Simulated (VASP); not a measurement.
# PbS (I4/mmm) in VASP: further runs

The runs below take PbS through single point, with PBE, r2SCAN.

All numbers are computed with VASP 6.6.1; they aren't measurements. Logs are shortened: lines on timing, memory, paths and dates and some standing lists are left out, and cuts for length are marked.

## 1. The cell of the first run

The structure is tetragonal, space group I4/mmm (No. 139). Conventional cell: a = 4.161 Å, b = 4.161 Å, c = 5.996 Å, α = 90.00°, β = 90.00°, γ = 90.00°. Pb (site symmetry 4/mmm) has 6 S at 2.94 to 3.00 Å within 3.9 Å. S (site symmetry 4/mmm) has 6 Pb at 2.94 to 3.00 Å within 3.9 Å.

## 2. Single point, PBE (epitaxial xy strain -1.5%)

INCAR reads:

```
PREC     = Accurate       # precision mode
ENCUT    = 520            # plane-wave cutoff, eV
EDIFF    = 1E-7           # SCF threshold, eV
ISMEAR   = -1             # smearing method
SIGMA    = 0.02           # smearing width, eV
LREAL    = False          # projectors in reciprocal space
LASPH    = True           # aspherical terms in the spheres
NELM     = 80             # most SCF steps
ALGO     = Normal         # electronic algorithm
ISIF     = 2              # what is computed and relaxed
LWAVE    = False          # write WAVECAR
LCHARG   = False          # write CHGCAR
GGA      = PE             # functional
NBANDS   = 17             # bands
```

KPOINTS reads:

```
regular mesh
0
Gamma
  8 8 8
```

POSCAR reads:

```
PbS
1.0
    0.0000000000      2.9424241730      2.9979949977
    2.9424241730      0.0000000000      2.9979949977
    2.9424241730      2.9424241730      0.0000000000
Pb S
1 1
Direct
    0.0000000000      0.0000000000      0.0000000000
    0.5000000000      0.5000000000      0.5000000000
```

Potentials or basis: VASP PAW PBE potentials, release 64 (Pb_d, S).

Started as:

```sh
$ cat potpaw_PBE.64/Pb_d/POTCAR potpaw_PBE.64/S/POTCAR > POTCAR
$ mpirun -np 1 vasp_std > vasp.out
```

OUTCAR:

```text
PREC = Accurate
   ENCUT = 520
   EDIFF = 1E-7
   ISMEAR = -1
   LREAL = False
   LASPH = True
   NELM = 80
   ISIF = 2
   GGA = PE

 ion  position               nearest neighbor table
   1  0.000  0.000  0.000-   2 2.94   2 2.94   2 2.94   2 2.94   2 3.00   2 3.00
   2  0.500  0.500  0.500-   1 2.94   1 2.94   1 2.94   1 2.94   1 3.00   1 3.00

  LATTYP: Found a body centered tetragonal cell.
 ALAT       =     4.1612161717
 C/A-ratio  =     1.4409224967

  Lattice vectors:

 A1 = (  -2.9424241730,   0.0000000000,   2.9979949977)
 A2 = (   2.9424241730,   0.0000000000,   2.9979949977)
 A3 = (   0.0000000000,   2.9424241730,  -2.9979949977)

Analysis of symmetry for initial positions (statically):
=====================================================================
 Subroutine PRICEL returns:
 Original cell was already a primitive cell.

 Routine SETGRP: Setting up the symmetry group for a
 body centered tetragonal supercell.

 Subroutine GETGRP returns: Found 16 space group operations
 (whereof 16 operations were pure point group operations)
 out of a pool of 16 trial point group operations.

The static configuration has the point symmetry D_4h.

Analysis of symmetry for dynamics (positions and initial velocities):
=====================================================================
 Subroutine PRICEL returns:
 Original cell was already a primitive cell.

 Routine SETGRP: Setting up the symmetry group for a
 body centered tetragonal supercell.

 Subroutine GETGRP returns: Found 16 space group operations
 (whereof 16 operations were pure point group operations)
 out of a pool of 16 trial point group operations.

The dynamic configuration has the point symmetry D_4h.

 Subroutine INISYM returns: Found 16 space group operations
 (whereof 16 operations are pure point group operations),
 and found     1 'primitive' translations

----------------------------------------------------------------------------------------

                                     Primitive cell

  volume of cell :      51.9124

  direct lattice vectors                    reciprocal lattice vectors
     0.000000000  2.942424173  2.997994998    -0.169927913  0.169927913  0.166778130
     2.942424173  0.000000000  2.997994998     0.169927913 -0.169927913  0.166778130
     2.942424173  2.942424173  0.000000000     0.169927913  0.169927913 -0.166778130

  length of vectors
     4.200694469  4.200694469  4.161216172     0.292516557  0.292516557  0.292516557

  position of ions in fractional coordinates (direct lattice)
     0.000000000  0.000000000  0.000000000
     0.500000000  0.500000000  0.500000000

  ion indices of the primitive-cell ions
   primitive index   ion index
                 1           1
                 2           2

----------------------------------------------------------------------------------------

 KPOINTS: regular mesh

Automatic generation of k-mesh.
 Grid dimensions read from file:
 generate k-points for:    8    8    8

 Generating k-lattice:

  Cartesian coordinates                     Fractional coordinates (reciprocal lattice)
    -0.021240989  0.021240989  0.020847266     0.125000000  0.000000000  0.000000000
     0.021240989 -0.021240989  0.020847266     0.000000000  0.125000000  0.000000000
     0.021240989  0.021240989 -0.020847266     0.000000000  0.000000000  0.125000000

  Length of vectors
     0.036564570  0.036564570  0.036564570

  Shift w.r.t. Gamma in fractional coordinates (k-lattice)
     0.000000000  0.000000000  0.000000000

 Subroutine IBZKPT returns following result:
 ===========================================

 Found     59 irreducible k-points:

 Following reciprocal coordinates:
            Coordinates               Weight
  0.000000  0.000000  0.000000      1.000000
  0.125000  0.000000  0.000000      8.000000
  0.250000  0.000000  0.000000      8.000000
  0.375000  0.000000  0.000000      8.000000
  0.500000  0.000000  0.000000      4.000000
  0.125000  0.125000  0.000000      2.000000
[... 16 lines left out ...]
  0.250000  0.000000  0.125000     16.000000
  0.375000  0.000000  0.125000     16.000000
 [... further k-points ...]
   k-points           NKPTS =     59   k-points in BZ     NKDIM =     59   number of bands    NBANDS=     17
   number of dos      NEDOS =    301   number of ions     NIONS =      2
   total plane-waves  NPLWV =  32768
   dimension x,y,z NGX =    32 NGY =   32 NGZ =   32
   dimension x,y,z NGXF=    64 NGYF=   64 NGZF=   64
   ions per type =               1   1
   NGX,Y,Z   is equivalent  to a cutoff of  12.66, 12.66, 12.78 a.u.
   NGXF,Y,Z  is equivalent  to a cutoff of  25.33, 25.33, 25.57 a.u.
 SYSTEM =  unknown system
   PREC   = accura    normal or accurate (medium, high low for compatibility)
   ISTART =      0    job   : 0-new  1-cont  2-samecut
   ICHARG =      2    charge: 1-file 2-atom 10-const
   ISPIN  =      1    spin polarized calculation?
   LNONCOLLINEAR =      F non collinear calculations
   LSORBIT =      F    spin-orbit coupling
   LASPH  =      T    aspherical Exc in radial PAW
   ENCUT  =  520.0 eV  38.22 Ry    6.18 a.u.   7.81  7.81  7.74*2*pi/ulx,y,z
   NELM   =     80;   NELMIN=  2; NELMDL= -5     # of ELM steps
   EDIFF  = 0.1E-06   stopping-criterion for ELM
   LREAL  =      F    real-space projection
   EDIFFG = 0.1E-05   stopping-criterion for IOM
   NSW    =      0    number of steps for IOM
   IBRION =     -1    ionic relax: 0-MD 1-quasi-New 2-CG
   NFREE  =      0    steps in history (QN), initial steepest desc. (CG)
   ISIF   =      2    stress and relaxation
   ISYM   =      2    0-nonsym 1-usesym 2-fastsym
   POTIM  = 0.5000    time-step for ionic-motion
   TEBEG  =    0.0;   TEEND  =   0.0 temperature during run
   PSTRESS=    0.0 pullay stress
   NELECT =      20.0000    total number of electrons
   NUPDOWN=      -1.0000    fix difference up-down
   EMIN   =  10.00;   EMAX   =-10.00  energy-range for DOS
   EFERMI =   0.00;   METHOD = LEGACY
   ISMEAR =    -1;   SIGMA  =   0.02  broadening in eV -4-tet -1-fermi 0-gaus
   EFERMI_NEDOS =   21; number of points for ismear=-14 and -15
   IALGO  =     38    algorithm
   IMIX   =      4    mixing-type and parameters
     AMIX     =   0.40;   BMIX     =  1.00
     AMIX_MAG =   1.60;   BMIX_MAG =  1.00
  volume/ion in A,a.u.               =      25.96       175.16
  Fermi-wavevector in a.u.,A,eV,Ry     =   1.191226  2.251092 19.306947  1.419021
  Thomas-Fermi vector in A             =   2.327293
   LORBIT       =      0    0 simple, 1 ext, 2 COOP (PROOUT), +10 PAW based schemes
   GGA     = PE    functional components
   LHFCALC =     F    Hartree Fock is set to
   AEXX    =    0.0000 exact exchange contribution
   IVDW    =     0    specifies the selected vdW correction
   LEPSILON=     F    determine dielectric tensor
   LRPA    =     F    only Hartree local field effects (RPA)
 non-spin polarized calculation
  energy-cutoff  :      520.00
  volume of cell :       51.91
 maximum number of plane-waves:      1415
   NGX = 15   NGY = 15   NGZ = 15

 number of electron      19.9999998 magnetization

 Free energy of the ion-electron system (eV)
  ---------------------------------------------------
  ext. energy  EPLUGINS =         0.00000000
  ---------------------------------------------------
  free energy    TOTEN  =        -8.74724806 eV

  energy without entropy =       -8.74724675  energy(sigma->0) =       -8.74724740

 E-fermi :   6.0698     XC(G=0):  -9.7053

 val. band max:        5.9015666598   @ k =   0.5000   0.0000   0.0000
 cond. band min:       6.2380415178   @ k =   0.5000   0.0000   0.0000
 fundamental gap:      0.3364748580
 Fermi energy:         6.0698041513

 k-point     1 :       0.0000    0.0000    0.0000
  band No.  band energies     occupation
      1     -10.9453      2.00000
      2     -10.9453      2.00000
      3     -10.9406      2.00000
      4     -10.9351      2.00000
      5     -10.9208      2.00000
      6      -7.7558      2.00000
[... 9 lines left out ...]
     16      12.6459      0.00000
     17      14.5341      0.00000

 k-point     2 :       0.1250    0.0000    0.0000
  band No.  band energies     occupation
      1     -10.9445      2.00000
      2     -10.9417      2.00000
      3     -10.9407      2.00000
      4     -10.9322      2.00000
      5     -10.9228      2.00000
      6      -7.6216      2.00000
[... 9 lines left out ...]
     16      13.0085      0.00000
     17      15.6625      0.00000

 k-point     3 :       0.2500    0.0000    0.0000
  band No.  band energies     occupation
      1     -10.9515      2.00000
      2     -10.9445      2.00000
      3     -10.9419      2.00000
      4     -10.9163      2.00000
      5     -10.9155      2.00000
      6      -7.2488      2.00000
[... 9 lines left out ...]
     16      13.8380      0.00000
     17      17.6175      0.00000

 k-point     4 :       0.3750    0.0000    0.0000
  band No.  band energies     occupation
      1     -10.9616      2.00000
      2     -10.9543      2.00000
      3     -10.9412      2.00000
      4     -10.9025      2.00000
      5     -10.8981      2.00000
      6      -6.7641      2.00000
[... 9 lines left out ...]
     16      15.0852      0.00000
     17      17.6960      0.00000
[... 343 lines left out ...]
      1     -10.9493      2.00000
      2     -10.9384      2.00000
      3     -10.9372      2.00000
      4     -10.9311      2.00000
      5     -10.9256      2.00000
      6      -7.5719      2.00000
[... 9 lines left out ...]
     16      13.7889      0.00000
     17      14.9174      0.00000

 k-point    23 :       0.2500    0.0000    0.1250
  band No.  band energies     occupation
      1     -10.9546      2.00000
      2     -10.9487      2.00000
      3     -10.9362      2.00000
      4     -10.9237      2.00000
      5     -10.9128      2.00000
      6      -7.2697      2.00000
[... 9 lines left out ...]
     16      14.5758      0.00000
     17      16.2006      0.00000

 k-point    24 :       0.3750    0.0000    0.1250
  band No.  band energies     occupation
      1     -10.9697      2.00000
      2     -10.9461      2.00000
      3     -10.9433      2.00000
      4     -10.9134      2.00000
      5     -10.8964      2.00000
      6      -6.8071      2.00000
[... 9 lines left out ...]
     16      15.6501      0.00000
     17      17.5680      0.00000

 [... further k-points ...]
[... 5 lines left out ...]
  --------------------------------------------------------------------------------------
  -------------------------------------------------------------------------------------
  Total        1.0806269      1.0806269      0.2962516      0.0000000      0.0000000      0.0000000
  in kB       33.3514650     33.3514650      9.1432337      0.0000000      0.0000000      0.0000000
  external PRESSURE =      25.2820546 kB  Pullay stress =       0.0000000 kB

 VOLUME and BASIS-vectors are now :
 -----------------------------------------------------------------------------
  energy-cutoff  :      520.00
  volume of cell :       51.91
      direct lattice vectors                 reciprocal lattice vectors
     0.000000000  2.942424173  2.997994998    -0.169927913  0.169927913  0.166778130
     2.942424173  0.000000000  2.997994998     0.169927913 -0.169927913  0.166778130
     2.942424173  2.942424173  0.000000000     0.169927913  0.169927913 -0.166778130

 POSITION                                       TOTAL-FORCE (eV/Angst)
 -----------------------------------------------------------------------------------
      0.00000      0.00000      0.00000         0.000000      0.000000      0.000000
      2.94242      2.94242      2.99799        -0.000000     -0.000000     -0.000000
 -----------------------------------------------------------------------------------
    total drift:                                0.000000     -0.000000     -0.000000

  FREE ENERGIE OF THE ION-ELECTRON SYSTEM (eV)
  ---------------------------------------------------
  free  energy   TOTEN  =        -8.7472480550 eV

  energy  without entropy=       -8.7472467482  energy(sigma->0) =       -8.74724740
```

It took 57 s on 1 thread of AMD EPYC 7R43 (Zen 3), shared host; peak memory 0.16 GiB.

What came out:

| Quantity | Value |
| --- | --- |
| Free energy | -8.7472 eV |
| Pressure | 2.5 GPa |
| Band gap on the k mesh | 0.34 eV, direct |

Caveat: the cell differs from its parent crystal (epitaxial xy strain -1.5%); spin-orbit coupling is left out, which moves the levels of the heavy elements. A k mesh can miss the band edges.

(Continued in part 2 of 2.)
